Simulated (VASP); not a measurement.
# Ta (P6/mmm) in VASP: relaxation of cell and atoms with PBE

Aim: the relaxation of cell and atoms of Ta with PBE.

Program: VASP 6.6.1. These are calculated values, not measurements. Logs are shortened: lines on timing, memory, paths and dates and some standing lists are left out, and cuts for length are marked.

## 1. The cell of the first run

It takes space group P6/mmm (No. 191, hexagonal). Conventional cell: a = 4.591 Å, b = 4.591 Å, c = 2.847 Å, α = 90.00°, β = 90.00°, γ = 120.00°. Ta (site symmetry 6/mmm) has 14 Ta at 2.85 to 3.01 Å within 3.8 Å. Ta (site symmetry -6m2) has 11 Ta at 2.65 to 3.01 Å within 3.5 Å.

This isn't the form of Ta at room conditions, which is bcc.

## 2. Relaxation of cell and atoms, PBE, target pressure 19 GPa, at which the enthalpy is minimised

Input file INCAR:

```
SYSTEM = Ta
PREC = Accurate
ENCUT = 600
EDIFF = 1E-6
ISMEAR = -1
SIGMA = 0.1
LREAL = .FALSE.
LASPH = .TRUE.
NELM = 60
ALGO = Normal
ISIF = 3
LWAVE = .FALSE.
LCHARG = .FALSE.
GGA = PE
IBRION = 2
NSW = 60
EDIFFG = -0.005
PSTRESS = 190.0
```

Input file KPOINTS:

```
Automatic mesh
0
G
  8 8 11
  0 0 0
```

Input file POSCAR:

```
Ta
1.0
    4.5912857370      0.0000000000      0.0000000000
   -2.2956428685      3.9761700842      0.0000000000
    0.0000000000      0.0000000000      2.8465971569
Ta
3
Direct
    0.0000000000      0.0000000000      0.0000000000
    0.3333333333      0.6666666667      0.5000000000
    0.6666666667      0.3333333333      0.5000000000
```

Potentials or basis: VASP PAW PBE potentials, release 64 (Ta_pv).

Command:

```bash
cat potpaw_PBE.64/Ta_pv/POTCAR > POTCAR
mpirun -np 1 vasp_std > vasp.out
```

OUTCAR:

```text
SYSTEM = Ta
   PREC = Accurate
   ENCUT = 600
   EDIFF = 1E-6
   ISMEAR = -1
   LREAL = .FALSE.
   LASPH = .TRUE.
   NELM = 60
   ISIF = 3
   GGA = PE
   IBRION = 2
   NSW = 60
   EDIFFG = -0.005
   PSTRESS = 190.0

 ion  position               nearest neighbor table
   1  0.000  0.000  0.000-   2 3.01   3 3.01   2 3.01   3 3.01   2 3.01   2 3.01   3 3.01   3 3.01
                             3 3.01   3 3.01   2 3.01   2 3.01
   2  0.333  0.667  0.500-   3 2.65   3 2.65   3 2.65   1 3.01   1 3.01   1 3.01   1 3.01   1 3.01
                             1 3.01
   3  0.667  0.333  0.500-   2 2.65   2 2.65   2 2.65   1 3.01   1 3.01   1 3.01   1 3.01   1 3.01
                             1 3.01

  LATTYP: Found a hexagonal cell.
 ALAT       =     4.5912857370
 C/A-ratio  =     0.6200000000

  Lattice vectors:

 A1 = (   4.5912857370,   0.0000000000,   0.0000000000)
 A2 = (  -2.2956428685,   3.9761700842,   0.0000000000)
 A3 = (   0.0000000000,   0.0000000000,   2.8465971569)

Analysis of symmetry for initial positions (statically):
=====================================================================
 Subroutine PRICEL returns:
 Original cell was already a primitive cell.

 Routine SETGRP: Setting up the symmetry group for a
 hexagonal supercell.

 Subroutine GETGRP returns: Found 24 space group operations
 (whereof 24 operations were pure point group operations)
 out of a pool of 24 trial point group operations.

The static configuration has the point symmetry D_6h.

Analysis of symmetry for dynamics (positions and initial velocities):
=====================================================================
 Subroutine PRICEL returns:
 Original cell was already a primitive cell.

 Routine SETGRP: Setting up the symmetry group for a
 hexagonal supercell.

 Subroutine GETGRP returns: Found 24 space group operations
 (whereof 24 operations were pure point group operations)
 out of a pool of 24 trial point group operations.

The dynamic configuration has the point symmetry D_6h.

 Subroutine INISYM returns: Found 24 space group operations
 (whereof 24 operations are pure point group operations),
 and found     1 'primitive' translations

----------------------------------------------------------------------------------------

                                     Primitive cell

  volume of cell :      51.9667

  direct lattice vectors                    reciprocal lattice vectors
     4.591285737  0.000000000  0.000000000     0.217803913  0.125749148  0.000000000
    -2.295642868  3.976170084  0.000000000     0.000000000  0.251498296  0.000000000
     0.000000000  0.000000000  2.846597157     0.000000000  0.000000000  0.351296634

  length of vectors
     4.591285737  4.591285737  2.846597157     0.251498296  0.251498296  0.351296634

  position of ions in fractional coordinates (direct lattice)
     0.000000000  0.000000000  0.000000000
     0.333333333  0.666666667  0.500000000
     0.666666667  0.333333333  0.500000000

  ion indices of the primitive-cell ions
   primitive index   ion index
                 1           1
                 2           2
                 3           3

----------------------------------------------------------------------------------------

 KPOINTS: Automatic mesh

Automatic generation of k-mesh.
 Grid dimensions read from file:
 generate k-points for:    8    8   11

 Generating k-lattice:

  Cartesian coordinates                     Fractional coordinates (reciprocal lattice)
     0.027225489  0.015718643  0.000000000     0.125000000  0.000000000  0.000000000
     0.000000000  0.031437287  0.000000000     0.000000000  0.125000000  0.000000000
     0.000000000  0.000000000  0.031936058     0.000000000  0.000000000  0.090909091

  Length of vectors
     0.031437287  0.031437287  0.031936058

  Shift w.r.t. Gamma in fractional coordinates (k-lattice)
     0.000000000  0.000000000  0.000000000

 Subroutine IBZKPT returns following result:
 ===========================================

 Found     60 irreducible k-points:

 Following reciprocal coordinates:
            Coordinates               Weight
  0.000000  0.000000  0.000000      1.000000
  0.125000  0.000000  0.000000      6.000000
  0.250000  0.000000  0.000000      6.000000
  0.375000  0.000000  0.000000      6.000000
  0.500000  0.000000  0.000000      3.000000
  0.125000  0.125000  0.000000      6.000000
[... 16 lines left out ...]
  0.250000  0.000000  0.181818     12.000000
  0.375000  0.000000  0.181818     12.000000
 [... further k-points ...]
   k-points           NKPTS =     60   k-points in BZ     NKDIM =     60   number of bands    NBANDS=     20
   number of dos      NEDOS =    301   number of ions     NIONS =      3
   total plane-waves  NPLWV =  38400
   dimension x,y,z NGX =    40 NGY =   40 NGZ =   24
   dimension x,y,z NGXF=    80 NGYF=   80 NGZF=   48
   ions per type =               3
   NGX,Y,Z   is equivalent  to a cutoff of  14.48, 14.48, 14.02 a.u.
   NGXF,Y,Z  is equivalent  to a cutoff of  28.97, 28.97, 28.03 a.u.
 SYSTEM =  Ta
   PREC   = accura    normal or accurate (medium, high low for compatibility)
   ISTART =      0    job   : 0-new  1-cont  2-samecut
   ICHARG =      2    charge: 1-file 2-atom 10-const
   ISPIN  =      1    spin polarized calculation?
   LNONCOLLINEAR =      F non collinear calculations
   LSORBIT =      F    spin-orbit coupling
   LASPH  =      T    aspherical Exc in radial PAW
   ENCUT  =  600.0 eV  44.10 Ry    6.64 a.u.   9.17  9.17  5.69*2*pi/ulx,y,z
   NELM   =     60;   NELMIN=  2; NELMDL= -5     # of ELM steps
   EDIFF  = 0.1E-05   stopping-criterion for ELM
   LREAL  =      F    real-space projection
   EDIFFG = -.5E-02   stopping-criterion for IOM
   NSW    =     60    number of steps for IOM
   IBRION =      2    ionic relax: 0-MD 1-quasi-New 2-CG
   NFREE  =      1    steps in history (QN), initial steepest desc. (CG)
   ISIF   =      3    stress and relaxation
   ISYM   =      2    0-nonsym 1-usesym 2-fastsym
   POTIM  = 0.5000    time-step for ionic-motion
   TEBEG  =    0.0;   TEEND  =   0.0 temperature during run
   PSTRESS=  190.0 pullay stress
   NELECT =      33.0000    total number of electrons
   NUPDOWN=      -1.0000    fix difference up-down
   EMIN   =  10.00;   EMAX   =-10.00  energy-range for DOS
   EFERMI =   0.00;   METHOD = LEGACY
   ISMEAR =    -1;   SIGMA  =   0.10  broadening in eV -4-tet -1-fermi 0-gaus
   EFERMI_NEDOS =   21; number of points for ismear=-14 and -15
   IALGO  =     38    algorithm
   IMIX   =      4    mixing-type and parameters
     AMIX     =   0.40;   BMIX     =  1.00
     AMIX_MAG =   1.60;   BMIX_MAG =  1.00
  volume/ion in A,a.u.               =      17.32       116.90
  Fermi-wavevector in a.u.,A,eV,Ry     =   1.407141  2.659112 26.940171  1.980047
  Thomas-Fermi vector in A             =   2.529431
   LORBIT       =      0    0 simple, 1 ext, 2 COOP (PROOUT), +10 PAW based schemes
   GGA     = PE    functional components
   LHFCALC =     F    Hartree Fock is set to
   AEXX    =    0.0000 exact exchange contribution
   IVDW    =     0    specifies the selected vdW correction
   LEPSILON=     F    determine dielectric tensor
   LRPA    =     F    only Hartree local field effects (RPA)
 conjugate gradient relaxation of ions
 non-spin polarized calculation
  energy-cutoff  :      600.00
  volume of cell :       51.97
 maximum number of plane-waves:      1757
 NGX is ok and might be reduce to    40
   NGX = 19   NGY = 19   NGZ = 11

--------------------------------------- Ionic step        1  -------------------------------------------

 number of electron      32.9999998 magnetization

 Free energy of the ion-electron system (eV)
  ---------------------------------------------------
  ext. energy  EPLUGINS =         0.00000000
  ---------------------------------------------------
  free energy    TOTEN  =       -34.28636436 eV

  energy without entropy =      -34.18535053  energy(sigma->0) =      -34.23585745

------------------------ aborting loop because EDIFF is reached ----------------------------------------

  FORCE on cell =-STRESS in cart. coord.  units (eV):
  Direction    XX          YY          ZZ          XY          YZ          ZX
  --------------------------------------------------------------------------------------
  -------------------------------------------------------------------------------------
  Total        8.4424376      8.4424376     -0.9795836      0.0000000      0.0000000      0.0000000
  in kB      260.2874055    260.2874055    -30.2013812      0.0000000      0.0000000      0.0000000
  external PRESSURE =     -26.5421900 kB  Pullay stress =     190.0000000 kB
[... 297 lines left out ...]
  enthalpy is  TOTEN    =       -28.4655294492 eV   P V=        6.0828350289

--------------------------------------- Ionic step        9  -------------------------------------------

 number of electron      33.0000003 magnetization

 Free energy of the ion-electron system (eV)
  ---------------------------------------------------
  ext. energy  EPLUGINS =         0.00000000
  ---------------------------------------------------
  free energy    TOTEN  =       -34.54791561 eV

  energy without entropy =      -34.45482032  energy(sigma->0) =      -34.50136796

 E-fermi :   6.2468     XC(G=0): -12.8740

 val. band max:        6.2255148751   @ k =   0.2500   0.2500   0.1818
 cond. band min:       6.2803959472   @ k =   0.1250   0.0000   0.1818
 fundamental gap:      0.0548810721
 Fermi energy:         6.2468355909

 k-point     1 :       0.0000    0.0000    0.0000
  band No.  band energies     occupation
      1     -28.1022      2.00000
      2     -28.1022      2.00000
      3     -27.7950      2.00000
      4     -27.7950      2.00000
      5     -27.0294      2.00000
      6     -27.0294      2.00000
[... 12 lines left out ...]
     19       7.2760      0.00007
[... 513 lines left out ...]
      4     -27.4063      2.00000
      5     -27.3971      2.00000
      6     -27.2754      2.00000
[... 12 lines left out ...]
     19       7.6420      0.00000
     20       8.2961      0.00000

 [... further k-points ...]

------------------------ aborting loop because EDIFF is reached ----------------------------------------

  FORCE on cell =-STRESS in cart. coord.  units (eV):
  Direction    XX          YY          ZZ          XY          YZ          ZX
  --------------------------------------------------------------------------------------
  -------------------------------------------------------------------------------------
  Total        6.0897741      6.0897741      6.0871284      0.0000000     -0.0000000     -0.0000000
  in kB      190.2308628    190.2308627    190.1482183      0.0000000     -0.0000000     -0.0000000
  external PRESSURE =       0.2033146 kB  Pullay stress =     190.0000000 kB
[... 18 lines left out ...]
  FREE ENERGIE OF THE ION-ELECTRON SYSTEM (eV)
  ---------------------------------------------------
  free  energy   TOTEN  =       -34.5479156112 eV

  energy  without entropy=      -34.4548203161  energy(sigma->0) =      -34.50136796

  enthalpy is  TOTEN    =       -28.4655320318 eV   P V=        6.0823835794

 reached required accuracy - stopping structural energy minimisation
```

Run time: 11 min. Hardware: 1 thread of Intel Xeon 8259CL, shared host; peak memory 0.24 GiB.

Results:

| Quantity | Value |
| --- | --- |
| Free energy | -34.5479 eV |
| Relaxed volume | 17.10 Å³/atom |
| Relaxed cell | a = 4.717 Å, b = 4.717 Å, c = 2.662 Å, α = 90.00°, β = 90.00°, γ = 120.00° |
| Space group after relaxing (to 0.1 Å) | P6/mmm (No. 191) |
| Energy change on relaxing (the run minimises the enthalpy) | -87.2 meV/atom |
| Ionic steps | 9 |
| Pressure after relaxing | 19.0 GPa |
| Band gap on the k mesh | zero (an odd number of electrons rules out a gap without spin polarisation) |

Step by step:
```csv
step,energy change (eV),largest force (eV/Å),pressure (GPa),volume (Å³)
1,0.0000,0.0000,16.35,51.97
2,0.2256,0.0000,30.91,49.43
3,-0.1735,0.0000,22.38,50.62
4,-0.1701,0.0000,22.54,50.59
5,-0.4180,0.0000,11.30,53.00
6,-0.2628,0.0000,18.98,51.30
7,-0.2611,0.0000,19.03,51.29
8,-0.2620,0.0000,19.00,51.29
9,-0.2616,0.0000,19.02,51.29
```

Final structure:
```xyz
3
Lattice="4.7172 0.0000 0.0000 -2.3586 4.0852 0.0000 0.0000 0.0000 2.6615" Properties=species:S:1:pos:R:3 pbc="T T T"
Ta    0.0000    0.0000    0.0000
Ta    0.0000    2.7235    1.3308
Ta    2.3586    1.3617    1.3308
```

Caveat: the cell is relaxed towards a set pressure, so the run minimises the enthalpy, not the energy; spin-orbit coupling is left out, which moves the levels of the heavy elements.
